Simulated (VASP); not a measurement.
Set up this calculation in VASP 6.6.1, as the native input.

```
Task                               : single point
Functional                         : r2SCANh
Potentials or basis                : VASP PAW PBE potentials, release 64 (Al)
Cutoff                             : 520 eV
k mesh                             : 6 × 6 × 6
Occupations                        : fermi-dirac, width 0.05 eV
Spin                               : no spin polarisation
Dipole correction                  : no
Grid for exact exchange (PRECFOCK) : Normal
Further INCAR settings             : ALGO = Normal; EDIFF = 1e-06; NBANDS = 8
```

Crystal: Al.

```xyz
1
Lattice="0.0000 1.9835 1.9835 1.9835 0.0000 1.9835 1.9835 1.9835 0.0000" Properties=species:S:1:pos:R:3 pbc="T T T"
Al    0.0000    0.0000    0.0000
```

One way to write it, as run:

POSCAR

```
Al
1.0
    0.0000000000      1.9834708509      1.9834708509
    1.9834708509      0.0000000000      1.9834708509
    1.9834708509      1.9834708509      0.0000000000
Al
1
Direct
    0.0000000000      0.0000000000      0.0000000000
```

INCAR.step1

```
PREC     = Accurate       # precision mode
ENCUT    = 520            # plane-wave cutoff, eV
EDIFF    = 1E-5           # SCF threshold, eV
ISMEAR   = -1             # smearing method
SIGMA    = 0.05           # smearing width, eV
LREAL    = F              # projectors in reciprocal space
LASPH    = T              # aspherical terms in the spheres
NELM     = 80             # most SCF steps
ALGO     = Normal         # electronic algorithm
ISIF     = 2              # what is computed and relaxed
LWAVE    = T              # write WAVECAR
NBANDS   = 8              # bands
GGA      = PE             # functional
```

INCAR.step2

```
PREC     = Accurate       # precision mode
ENCUT    = 520            # plane-wave cutoff, eV
EDIFF    = 1E-6           # SCF threshold, eV
ISMEAR   = -1             # smearing method
SIGMA    = 0.05           # smearing width, eV
LREAL    = F              # projectors in reciprocal space
LASPH    = T              # aspherical terms in the spheres
NELM     = 80             # most SCF steps
ALGO     = Normal         # electronic algorithm
ISIF     = 2              # what is computed and relaxed
LWAVE    = F              # write WAVECAR
LCHARG   = T              # write CHGCAR
METAGGA  = R2SCAN         # meta-GGA
LHFCALC  = T              # exact exchange
AEXX     = 0.1            # exact-exchange fraction
LMIXTAU  = T            
PRECFOCK = Normal       
LELF     = T              # ELF
LVHAR    = T            
NBANDS   = 8              # bands
ISTART   = 1
```

KPOINTS

```
Automatic mesh
0
Gamma
  6 6 6
```

Potentials or basis: VASP PAW PBE potentials, release 64 (Al).

The run is started by

```bash
$ cat potpaw_PBE.64/Al/POTCAR > POTCAR
$ cp INCAR.step1 INCAR
$ mpirun -np 1 vasp_std > vasp.out
$ cp INCAR.step2 INCAR
$ mpirun -np 1 vasp_std > vasp.out
```

Results of the run:

- Pressure: 1.9 GPa

Caveat: the k points lie up to 0.46 Å⁻¹ apart; the PAW data sets were made with another functional, which shifts forces and pressure a little.

Run time: 51 s on 1 thread of Intel(R) Xeon(R) 6975P-C (Granite Rapids), on a shared host, peak memory 0.14 GiB.
